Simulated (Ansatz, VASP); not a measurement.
## TiTe in VASP and in Ansatz

The input INCAR:

```
ALGO = Normal
EDIFF = 1E-6
ENCUT = 520
GGA = CA
ISIF = 2
ISMEAR = -1
LASPH = T
LCHARG = T
LELF = T
LREAL = F
LVHAR = T
LWAVE = F
NBANDS = 16
NELM = 100
PREC = Accurate
SIGMA = 0.05
```

File KPOINTS:

```
k-points
0
Gamma
  12 12 12
```

Contents of POSCAR:

```
TiTe
1.0
    0.0000000000      2.7559423007      2.7559423007
    2.7559423007      0.0000000000      2.7559423007
    2.7559423007      2.7559423007      0.0000000000
Ti Te
1 1
Direct
    0.0000000000      0.0000000000      0.0000000000
    0.5000000000      0.5000000000      0.5000000000
```

Input for Ansatz:

```yaml
crystal:
  lattice:
    - [0.0, 2.7559423007, 2.7559423007]
    - [2.7559423007, 0.0, 2.7559423007]
    - [2.7559423007, 2.7559423007, 0.0]
  atoms:
    - { symbol: Ti, position: [0.0, 0.0, 0.0] }
    - { symbol: Te, position: [0.5, 0.5, 0.5] }
kpoints:
  mp_grid: { grid: [12, 12, 12] }
  band_path:
    path:
      - [0.0, 0.0, 0.0]
      - [0.5, 0.0, 0.5]
      - [0.625, 0.25, 0.625]
      - [0.375, 0.375, 0.75]
      - [0.0, 0.0, 0.0]
      - [0.5, 0.5, 0.5]
      - [0.5, 0.25, 0.75]
      - [0.5, 0.0, 0.5]
    npoints: 14
scf:
  occupations: { method: fermi_dirac, width: 0.05 }
hamiltonian:
  xc: lda
  pseudopotentials: { kind: all_electron, lapw: { basis_error: 0.001 } }
output:
  forces: true
  stress: true
  eigenvalues: true
  populations: true
  dos: { projected: true, de: 0.2, e_range: [-14, 8] }
```

Alike in both runs: task single point; functional LDA; k mesh 12 × 12 × 12; occupations fermi-dirac, width 0.05 eV; no spin polarisation.

|  | VASP | Ansatz |
| --- | --- | --- |
| version | VASP 6.6.1 | Ansatz 0.2.0 |
| potentials or method | VASP PAW LDA potentials, release 64 (Ti_sv, Te), cutoff 520 eV | all-electron LAPW, scalar-relativistic |

```tsv
	VASP	Ansatz	Ansatz less VASP
pressure (GPa)	0.2	0.0	-0.17
```

LDA's correlation is that of Perdew and Zunger in VASP and of Perdew and Wang (1992) in Ansatz. Ansatz ran all-electron here, and VASP with PAW potentials.

Neither program's run includes spin-orbit coupling.
